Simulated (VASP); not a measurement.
Here is a VASP 6.6.1 calculation.

The input INCAR:

```
ALGO = Normal ; EDIFF = 1E-6
ENCUT = 500 ; GGA_COMPAT = False
ISIF = 2 ; ISMEAR = 0
LASPH = True ; LCHARG = False
LREAL = False ; LWAVE = False
NBANDS = 21 ; NELM = 120
PREC = Accurate ; SIGMA = 0.01
```

The input KPOINTS:

```
k-points
0
Gamma
  6 6 2
```

File POSCAR:

```
PbI2
1.0
    4.5657260587      0.0000000000      0.0000000000
   -2.2828630293      3.9540347535      0.0000000000
    0.0000000000      0.0000000000      7.0410820790
Pb I
1 2
Direct
    0.0000000000      0.0000000000      0.0000000000
    0.3333333333      0.6666666667      0.2667794131
    0.6666666667      0.3333333333      0.7332205869
```

Potentials or basis: VASP PAW LDA potentials, release 64 (Pb_d, I).

Command:

```sh
$ cat potpaw_LDA.64/Pb_d/POTCAR potpaw_LDA.64/I/POTCAR > POTCAR
$ mpirun -np 1 vasp_std > vasp.out
```

Q: What does it give for the pressure?

A: -1.5 GPa.

Q: Predict the largest force.

A: 0.177 eV/Å.

Forces on the atoms (eV/Å):
```
Pb   0.000  0.000  0.000
I    0.000  0.000 -0.177
I    0.000  0.000  0.177
```

Caveat: the k points lie up to 0.45 Å⁻¹ apart.
